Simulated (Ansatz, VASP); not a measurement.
## One calculation of Zr, two programs

Contents of INCAR:

```
  PREC = Accurate
  ENCUT = 600
  EDIFF = 1E-6
  ISMEAR = 0
  SIGMA = 0.1
  LREAL = False
  LASPH = True
  NELM = 80
  ALGO = Fast
  ISIF = 3
  LWAVE = False
  LCHARG = False
  GGA = CA
  IBRION = 2
  NSW = 70
  EDIFFG = -0.005
```

Contents of KPOINTS:

```
Automatic mesh
0
Gamma
  15 15 8
```

The input POSCAR:

```
Zr
1.0
    3.2327898639      0.0000000000      0.0000000000
   -1.6163949319      2.7996781472      0.0000000000
    0.0000000000      0.0000000000      5.1691199241
Zr
2
Direct
    0.3333333333      0.6666666667      0.2500000000
    0.6666666667      0.3333333333      0.7500000000
```

Input for Ansatz:

```yaml
crystal:
  lattice:
    - [3.2327898639, 0.0, 0.0]
    - [-1.6163949319, 2.7996781472, 0.0]
    - [0.0, 0.0, 5.1691199241]
  atoms:
    - { symbol: Zr, position: [0.3333333333, 0.6666666667, 0.25] }
    - { symbol: Zr, position: [0.6666666667, 0.3333333333, 0.75] }
basis:
  ecutwfc: 420
kpoints:
  mp_grid: { grid: [15, 15, 8] }
hamiltonian:
  xc: lda
scf:
  occupations: { method: gaussian, width: 0.1 }
output:
  forces: true
  stress: true
  eigenvalues: true
relax:
  adjacent_minimum: "off"
  f_tol: 0.005
  max_steps: 50
  cell: { stress_tol: 0.05 }
```

Alike in both runs: task relaxation of cell and atoms; functional LDA; k mesh 15 × 15 × 8; occupations gaussian, width 0.1 eV; no spin polarisation.

|  | VASP | Ansatz |
| --- | --- | --- |
| version | VASP 6.6.1 | Ansatz 0.2.0 |
| potentials or method | VASP PAW LDA potentials, release 64 (Zr_sv), cutoff 600 eV | scalar-relativistic, plane waves, PAW |
| valence electrons in the cell | 24 | 24 |

|  | VASP | Ansatz | Ansatz less VASP |
| --- | --- | --- | --- |
| gap on the k mesh at the Fermi level, each at its own relaxed structure (eV) | none | none | - |
| relaxed volume (Å³/atom) | 21.79 | 21.78 | -0.014 |
| relaxed length of the cell vector where the two differ most in proportion (Å) | 5.095 | 5.092 | -0.0038 |

LDA's correlation is that of Perdew and Zunger in VASP and of Perdew and Wang (1992) in Ansatz. A gap of «none» marks a metal or a gap that the smearing closes.
